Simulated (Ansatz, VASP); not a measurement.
## One calculation of HfO2, two programs

```
CELL_PARAMETERS angstrom
0.00000 2.36569 2.55750
2.74931 0.00000 2.55750
2.74931 2.36569 0.00000
ATOMIC_POSITIONS crystal
Hf 0.00000 0.00000 0.00000
O 0.25000 0.25000 0.25000
O 0.75000 0.75000 0.75000
```

Change from the starting cell: strain +0.0750 x Voigt [1, -1, 0, 0, 0, 0], atoms carried along.

Alike in both runs: task single point; functional PBE; k mesh 8 × 8 × 8; occupations gaussian, width 0.05 eV; no spin polarisation.

|  | VASP | Ansatz |
| --- | --- | --- |
| version | VASP 6.6.1 | Ansatz 0.2.0 |
| potentials or method | VASP PAW PBE potentials, release 64 (Hf_pv, O), cutoff 520 eV | scalar-relativistic, plane waves, PAW |
| valence electrons in the cell | 22 | 38 |

```tsv
	VASP	Ansatz	Ansatz less VASP
gap on the k mesh at the Fermi level (eV)	1.74	1.76	+0.014
least direct gap on the mesh (eV)	2.19	2.20	+0.017
pressure (GPa)	-3.9	-0.4	+3.46
traceless stress, the component that is largest in VASP (GPa)	35.06	34.52	-0.543
```

The functional is the same, so the differences come from potentials, cutoffs and numerics. VASP's potentials hold 22 valence electrons a cell and Ansatz's 38, so a difference there can come from the potentials and not from the codes.

Neither program's run includes spin-orbit coupling.
